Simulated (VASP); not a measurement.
Set up this calculation in VASP 6.6.1, as the native input.

- Task: single point
- Functional: PBE
- Potentials or basis: VASP PAW PBE potentials, release 64 (Mn_pv, O)
- Cutoff: 520 eV
- k mesh: 12 × 12 × 6
- Occupations: gaussian, width 0.05 eV
- Spin: collinear spin, antiferromagnetic start
- Starting moments: [5.0, -5.0, 0.0, 0.0] μB
- Hubbard terms: Mn d U = 3.9 eV
- Dipole correction: no
- Further INCAR settings: ALGO = Normal; EDIFF = 1e-06; NBANDS = 31

The structure of MnO lies in POSCAR:

```
MnO
1.0
    0.0000000000      2.2695972285      2.2695972285
    2.2695972285      0.0000000000      2.2695972285
    4.4801717668      4.4801717668      0.0590226902
Mn O
2 2
Direct
    0.0000000000      0.0000000000      0.0000000000
    0.0000000000      0.0000000000      0.5000000000
    0.5000000006      0.5000000006      0.2499999991
    0.4999999994      0.4999999994      0.7500000009
```

These files were run (other wordings do the same):

INCAR

```
PREC = Accurate
ENCUT = 520
EDIFF = 1E-6
ISMEAR = 0
SIGMA = 0.05
LREAL = F
LASPH = T
NELM = 150
ALGO = Normal
ISIF = 2
LWAVE = F
LCHARG = F
ISPIN = 2
MAGMOM = 5 -5 0 0
LORBIT = 11
LMAXMIX = 4
LDAU = T
LDAUTYPE = 2
LDAUL = 2 -1
LDAUU = 3.9 0
LDAUJ = 0 0
LDAUPRINT = 1
GGA = PE
NBANDS = 31
```

KPOINTS

```
regular mesh
0
Gamma
  12 12 6
```

Potentials or basis: VASP PAW PBE potentials, release 64 (Mn_pv, O).

Run with:

```sh
$ cat potpaw_PBE.64/Mn_pv/POTCAR potpaw_PBE.64/O/POTCAR > POTCAR
$ mpirun -np 1 vasp_std > vasp.out
```

Results of the run:

```json
{
  "Pressure": "-1.5 GPa",
  "Band gap on the k mesh": "1.62 eV",
  "Net moment": "0.00 μB per cell",
  "Site moments": "Mn +4.58, -4.58; O +0.00 μB",
  "Valence electrons inside the program's atomic spheres": "Mn 11.31; O 4.99"
}
```

It took 94 s on 1 thread of Intel(R) Xeon(R) 6975P-C (Granite Rapids) (shared host), peak memory 0.32 GiB.
